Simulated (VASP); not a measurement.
# TaN (P-1) in VASP: electric field gradients with LDA

Aim: the electric field gradients of TaN with LDA.

Everything below comes from runs of VASP 6.6.1. Logs are shortened: lines on timing, memory, paths and dates and some standing lists are left out, and cuts for length are marked.

### 1 The cell of the first run

The typed cell holds 6 atoms: a = 5.186 Å, b = 5.253 Å, c = 2.909 Å, α = 90.62°, β = 91.71°, γ = 121.27°.

### 2 Electric field gradients, LDA (equal xy, yz and zx shear strains of -3 %)

Input file INCAR:

```
  PREC = Accurate
  ENCUT = 520
  EDIFF = 1E-8
  ISMEAR = -1
  SIGMA = 0.03
  LREAL = F
  LASPH = T
  NELM = 60
  ALGO = Normal
  ISIF = 2
  LWAVE = F
  LCHARG = F
  GGA = CA
  LEFG = T
  NBANDS = 33
```

Input file KPOINTS:

```
Automatic mesh
0
Gamma
  5 5 8
```

Input file POSCAR:

```
TaN
1.0
    5.1849992558     -0.0777749888     -0.0777749888
   -2.6598547440      4.5292285685     -0.0284676217
   -0.0436200000     -0.0436200000      2.9080000000
Ta N
3 3
Direct
    0.0000000000      0.0000000000      0.0000000000
    0.3333333333      0.6666666667      0.5000000000
    0.6666666667      0.3333333333      0.5000000000
    0.5000000000      0.0000000000      0.0000000000
    0.5000000000      0.5000000000      0.0000000000
    0.0000000000      0.5000000000      0.0000000000
```

Potentials or basis: VASP PAW LDA potentials, release 64 (Ta_pv, N).

Run with:

```sh
$ cat potpaw_LDA.64/Ta_pv/POTCAR potpaw_LDA.64/N/POTCAR > POTCAR
$ mpirun -np 1 vasp_std > vasp.out
```

OUTCAR:

```text
PREC = Accurate
   ENCUT = 520
   EDIFF = 1E-8
   ISMEAR = -1
   LREAL = F
   LASPH = T
   NELM = 60
   ISIF = 2
   GGA = CA

 ion  position               nearest neighbor table
   1  0.000  0.000  0.000-   5 2.56   5 2.56   4 2.59   4 2.59   6 2.63   6 2.63   2 3.24   3 3.24
                             3 3.29   2 3.29   2 3.35   3 3.35   2 3.35   3 3.35   2 3.37   3 3.37
   2  0.333  0.667  0.500-   6 2.03   4 2.06   5 2.09   5 2.11   6 2.12   4 2.12   3 2.96   3 2.99
                             3 3.03   1 3.24   1 3.29   1 3.35   1 3.35   1 3.37   1 3.38
   3  0.667  0.333  0.500-   6 2.03   4 2.06   5 2.09   5 2.11   6 2.12   4 2.12   2 2.96   2 2.99
                             2 3.03   1 3.24   1 3.29   1 3.35   1 3.35   1 3.37   1 3.38
   4  0.500  0.000  0.000-   3 2.06   2 2.06   2 2.12   3 2.12   1 2.59   1 2.59
   5  0.500  0.500  0.000-   3 2.09   2 2.09   2 2.11   3 2.11   1 2.56   1 2.56
   6  0.000  0.500  0.000-   2 2.03   3 2.03   2 2.12   3 2.12   1 2.63   1 2.63

  LATTYP: Found a triclinic cell.
 ALAT       =     5.1188945359
 B/A-ratio  =     1.0131417463
 C/A-ratio  =     0.5682192133
 COS(alpha) =     0.0297616073
 COS(beta)  =     0.0411893908
 COS(gamma) =     0.4804578458

  Lattice vectors:

 A1 = (   2.5251445118,   4.4514535797,  -0.1062426105)
 A2 = (   5.1849992558,  -0.0777749888,  -0.0777749888)
 A3 = (   0.0436200000,   0.0436200000,  -2.9080000000)

Analysis of symmetry for initial positions (statically):
=====================================================================
 Subroutine PRICEL returns:
 Original cell was already a primitive cell.

 Routine SETGRP: Setting up the symmetry group for a
 triclinic supercell.

 Subroutine GETGRP returns: Found  2 space group operations
 (whereof  2 operations were pure point group operations)
 out of a pool of  2 trial point group operations.

The static configuration has the point symmetry S_2 .

Analysis of symmetry for dynamics (positions and initial velocities):
=====================================================================
 Subroutine PRICEL returns:
 Original cell was already a primitive cell.

 Routine SETGRP: Setting up the symmetry group for a
 triclinic supercell.

[... 167 lines left out ...]
  band No.  band energies     occupation
      1     -27.9285      2.00000
      2     -27.9023      2.00000
      3     -27.5217      2.00000
      4     -27.5091      2.00000
      5     -27.3060      2.00000
      6     -27.1812      2.00000
[... 853 lines left out ...]
     32      11.6403      0.00000
     33      11.9100      0.00000

 [... further k-points ...]

------------------------ aborting loop because EDIFF is reached ----------------------------------------

  FORCE on cell =-STRESS in cart. coord.  units (eV):
  Direction    XX          YY          ZZ          XY          YZ          ZX
  --------------------------------------------------------------------------------------
  -------------------------------------------------------------------------------------
  Total       -0.6769242     -0.6000811     -1.3608554      1.6105360      2.6930173      2.7021299
  in kB      -16.0296634    -14.2100077    -32.2252507     38.1377250     63.7710362     63.9868252
  external PRESSURE =     -20.8216406 kB  Pullay stress =       0.0000000 kB

 VOLUME and BASIS-vectors are now :
 -----------------------------------------------------------------------------
  energy-cutoff  :      520.00
  volume of cell :       67.66
      direct lattice vectors                 reciprocal lattice vectors
     5.184999256 -0.077774989 -0.077774989     0.194648671  0.114339368  0.004634821
    -2.659854744  4.529228568 -0.028467622     0.003392924  0.222802020  0.003392924
    -0.043620000 -0.043620000  2.908000000     0.005239129  0.005239129  0.344036128

 POSITION                                       TOTAL-FORCE (eV/Angst)
 -----------------------------------------------------------------------------------
      0.00000      0.00000      0.00000        -0.000000     -0.000000      0.000000
     -0.06671      2.97175      1.40910         0.488367     -0.000558      0.070777
      2.54824      1.43608      1.39266        -0.488367      0.000558     -0.070777
      2.59250     -0.03889     -0.03889        -0.000000     -0.000000      0.000000
      1.26257      2.22573     -0.05312         0.000000     -0.000000      0.000000
     -1.32993      2.26461     -0.01423        -0.000000     -0.000000     -0.000000
 -----------------------------------------------------------------------------------
    total drift:                               -0.000000      0.000000     -0.000000

  FREE ENERGIE OF THE ION-ELECTRON SYSTEM (eV)
  ---------------------------------------------------
  free  energy   TOTEN  =       -71.2442740137 eV

  energy  without entropy=      -71.2413716632  energy(sigma->0) =      -71.24282284

 Electric field gradients (V/A^2)
---------------------------------------------------------------------
 ion       V_xx      V_yy      V_zz      V_xy      V_xz      V_yz
---------------------------------------------------------------------
   1     168.580   166.761  -335.340   -31.130   -32.943   -32.236
   2     185.363   187.147  -372.510   -22.444   -78.419   -78.342
   3     185.363   187.147  -372.510   -22.444   -78.419   -78.342
   4      33.047   -28.852    -4.195    -2.101    -0.537    -5.647
   5     -13.531    17.812    -4.280    24.922    -2.297     0.093
   6     -13.020    17.270    -4.250   -28.164    -6.795    -4.071
---------------------------------------------------------------------

 Electric field gradients after diagonalization (V/A^2)
 (convention: |V_zz| > |V_xx| > |V_yy|)
----------------------------------------------------------------------
 ion       V_xx      V_yy      V_zz     asymmetry (V_yy - V_xx)/ V_zz
----------------------------------------------------------------------
   1     198.816   140.984  -339.800       0.170
   2     208.731   185.785  -394.516       0.058
   3     208.731   185.785  -394.516       0.058
   4     -30.158    -2.963    33.121       0.821
   5     -27.482    -4.128    31.609       0.739
   6     -32.105    -1.998    34.103       0.883
----------------------------------------------------------------------

           NMR quadrupolar parameters

 Cq : quadrupolar parameter    Cq=e*Q*V_zz/h
 eta: asymmetry parameters     (V_yy - V_xx)/ V_zz
 Q  : nuclear electric quadrupole moment in mb (millibarn)
----------------------------------------------------------------------
 ion       Cq(MHz)       eta       Q (mb)
----------------------------------------------------------------------
   1      -0.822       0.170       1.000
   2      -0.954       0.058       1.000
   3      -0.954       0.058       1.000
   4       0.080       0.821       1.000
   5       0.076       0.739       1.000
   6       0.082       0.883       1.000
----------------------------------------------------------------------
```

OSZICAR:

```text
N       E                     dE             d eps       ncg     rms          rms(c)
DAV:   1     0.439291449997E+03    0.43929E+03   -0.25957E+04  6666   0.152E+03
DAV:   2    -0.525653430071E+02   -0.49186E+03   -0.46899E+03  7641   0.442E+02
DAV:   3    -0.814254976767E+02   -0.28860E+02   -0.28221E+02  8131   0.103E+02
DAV:   4    -0.819968775059E+02   -0.57138E+00   -0.56592E+00  8424   0.136E+01
DAV:   5    -0.820105962396E+02   -0.13719E-01   -0.13701E-01  8522   0.164E+00    0.463E+01
DAV:   6    -0.719733206786E+02    0.10037E+02   -0.49551E+01  8075   0.384E+01    0.201E+01
DAV:   7    -0.714767269273E+02    0.49659E+00   -0.43345E+00  8569   0.147E+01    0.113E+01
DAV:   8    -0.712878471891E+02    0.18888E+00   -0.71986E-01  8447   0.536E+00    0.397E+00
DAV:   9    -0.712460190059E+02    0.41828E-01   -0.98080E-02  8303   0.291E+00    0.473E-01
DAV:  10    -0.712446370331E+02    0.13820E-02   -0.15997E-02  8587   0.683E-01    0.189E-01
DAV:  11    -0.712442901431E+02    0.34689E-03   -0.21141E-03  8323   0.306E-01    0.568E-02
DAV:  12    -0.712442739457E+02    0.16197E-04   -0.11659E-04  8329   0.697E-02    0.199E-02
DAV:  13    -0.712442741719E+02   -0.22613E-06   -0.10544E-05  8625   0.174E-02    0.767E-03
DAV:  14    -0.712442740152E+02    0.15663E-06   -0.12517E-06  8887   0.702E-03    0.211E-03
DAV:  15    -0.712442740376E+02   -0.22328E-07   -0.19587E-07  7948   0.236E-03    0.151E-03
DAV:  16    -0.712442740156E+02    0.21945E-07   -0.55451E-08  7062   0.147E-03    0.563E-04
DAV:  17    -0.712442740137E+02    0.18927E-08   -0.11316E-08  4433   0.697E-04
   1 F= -.71244274E+02 E0= -.71242823E+02  d E =-.290235E-02
```

Wall time 6.2 min (1 thread of Intel Xeon 8259CL, shared host); peak memory 0.29 GiB.

What came out:

* Free energy: -71.2443 eV
* Pressure: -2.1 GPa
* Largest force: 0.493 eV/Å
* Band gap on the k mesh: zero (bands 24 and 25 overlap by 1.78 eV)
* Largest electric field gradient by atom: Ta -339.8, -394.5 (each value once); N +33.1, +31.6, +34.1 V/Å²

Forces in eV/Å, atoms in the order of the input:
```
Ta   0.000  0.000  0.000
Ta   0.488 -0.001  0.071
Ta  -0.488  0.001 -0.071
N    0.000  0.000  0.000
N    0.000  0.000  0.000
N    0.000  0.000  0.000
```

Stress tensor (GPa, compression positive):
```
-1.60  3.81  6.40
 3.81 -1.42  6.38
 6.40  6.38 -3.22
```

Electric field gradients, principal values (V/Å²):
| atom | least | middle | greatest (by size) |
| --- | --- | --- | --- |
| 1 Ta | 140.984 | 198.816 | -339.800 |
| 2 Ta | 185.785 | 208.731 | -394.516 |
| 3 Ta | 185.785 | 208.731 | -394.516 |
| 4 N | -2.963 | -30.158 | 33.121 |
| 5 N | -4.128 | -27.482 | 31.609 |
| 6 N | -1.998 | -32.105 | 34.103 |

Caveat: the cell differs from its parent crystal (equal xy, yz and zx shear strains of -3 %); without QUAD_EFG the Cq values of the log hold for a quadrupole moment of 1 mb, not for the nuclei; spin-orbit coupling is left out, which moves the levels of the heavy elements.
